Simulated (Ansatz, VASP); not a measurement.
# SiO2 in VASP and in Ansatz

File POSCAR:

```
SiO2
1.0
    4.3107444626      0.0000000000      0.0000000000
    0.0000000000      4.3107444626      0.0000000000
    0.0000000000      0.0000000000      2.6318110664
Si O
2 4
Direct
    0.0000000000      0.0000000000      0.0000000000
    0.5000000000      0.5000000000      0.5000000000
    0.3099557583      0.3099557583      0.0000000000
    0.1900442417      0.8099557583      0.5000000000
    0.8099557583      0.1900442417      0.5000000000
    0.6900442417      0.6900442417      0.0000000000
```

INCAR.step1

```
PREC = Accurate ; ENCUT = 520
ISMEAR = 0 ; SIGMA = 0.01
LREAL = False ; LASPH = True
NELM = 80 ; NBANDS = 25
GGA = PE ; ALGO = Normal
EDIFF = 1E-4 ; LWAVE = True
LCHARG = False
```

INCAR.step2

```
PREC = Accurate ; ENCUT = 520
EDIFF = 1E-6 ; ISMEAR = 0
SIGMA = 0.01 ; LREAL = False
LASPH = True ; NELM = 80
ALGO = Normal ; ISIF = 2
LWAVE = False ; LCHARG = False
METAGGA = R2SCAN ; LMIXTAU = True
NBANDS = 25 ; ISTART = 1
```

Contents of KPOINTS:

```
regular mesh
0
Gamma
  6 6 10
```

Input for Ansatz:

```yaml
crystal:
  lattice:
    - [4.3107444626, 0.0, 0.0]
    - [0.0, 4.3107444626, 0.0]
    - [0.0, 0.0, 2.6318110664]
  atoms:
    - { symbol: Si, position: [0.0, 0.0, 0.0] }
    - { symbol: Si, position: [0.5, 0.5, 0.5] }
    - { symbol: O, position: [0.3099557583, 0.3099557583, 0.0] }
    - { symbol: O, position: [0.1900442417, 0.8099557583, 0.5] }
    - { symbol: O, position: [0.8099557583, 0.1900442417, 0.5] }
    - { symbol: O, position: [0.6900442417, 0.6900442417, 0.0] }
kpoints:
  mp_grid: { grid: [6, 6, 10] }
  band_path:
    path:
      - [0.0, 0.0, 0.0]
      - [0.0, 0.5, 0.0]
      - [0.5, 0.5, 0.0]
      - [0.0, 0.0, 0.5]
      - [0.0, 0.5, 0.5]
      - [0.5, 0.5, 0.5]
    npoints: 1
hamiltonian:
  xc: r2scan
scf:
  occupations: { method: fixed }
  n_extra_bands: 5
output:
  forces: true
  stress: true
  eigenvalues: true
  write_density: true
  write_potential: true
  elf: true
  volumetric_format: npy
```

Change from the starting cell: epitaxial_xy strain +3.0%.

Alike in both runs: task single point; functional r2SCAN; k mesh 6 × 6 × 10; no spin polarisation.

```csv
,VASP,Ansatz
version,VASP 6.6.1,Ansatz 0.2.0
potentials or method,"VASP PAW PBE potentials, release 64 (Si, O)","plane waves, PAW"
plane-wave cutoff (eV),520,500
occupations,"gaussian, width 0.01 eV",fixed
valence electrons in the cell,32,32
```

```csv
,VASP,Ansatz,Ansatz less VASP
gap on the k mesh at the Fermi level (eV),6.04,6.05,+0.008
pressure (GPa),-8.5,-8.9,-0.38
"traceless stress, the component that is largest in VASP (GPa)",9.60,8.84,-0.752
rms of the force components (eV/Å),0.015,0.002,-0.0124
```

VASP's potentials were made for PBE, not for r2SCAN. Atom by atom the forces differ by 0.017 eV/Å (rms over components).
